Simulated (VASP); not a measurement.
Runs of VASP 6.6.1 on Pt. The structure is that of space group Im-3m (No. 229), or close to it. The cells are those of the table. 

| task | cell | k mesh | cutoff (eV) | gap on the mesh (eV) | pressure (GPa) |
| --- | --- | --- | --- | --- | --- |
| single point | a = 2.789 Å, angles 109.5°, 1 atom | 16 × 16 × 16 | 520 | none | (a) |
| single point | a = 2.858 Å, angles 109.5°, 1 atom | 16 × 16 × 16 | 520 | none | -18.7 |
| single point | a = 2.715 Å, angles 109.5°, 1 atom | 16 × 16 × 16 | 520 | none | (b) |
| single point | a = 2.752 Å, angles 109.5°, 1 atom | 23 × 23 × 23 | 520 | none | -0.6 |
| single point | a = 2.638 Å, angles 109.5°, 1 atom | 16 × 16 × 16 | 520 | none | 39.9 |
| single point | a = 2.752 Å, angles 109.5°, 1 atom | 14 × 14 × 14 | 520 | none | -0.5 |
| single point | a = 2.677 Å, angles 109.5°, 1 atom | 16 × 16 × 16 | 520 | none | 22.9 |
| relaxation of cell and atoms | relaxed from a = 2.697 Å, angles 109.5°, 1 atom | 14 × 14 × 14 | 600 | none | -0.1 |

Alike in all rows: level revPBE; potentials or basis VASP PAW PBE potentials, release 64 (Pt); no spin polarisation; smearing fermi-dirac 0.1 eV.

Question: Estimate the missing entries.

Answer: (a) -8.2; (b) 9.7.

Caveats: the PAW data sets were made with another functional, which shifts forces and pressure a little; spin-orbit coupling is left out, which moves the levels of the heavy elements.

A k mesh can miss the band edges, and the runs leave out spin-orbit coupling on Pt.

A gap of «none» marks levels without a gap at the run's occupations.
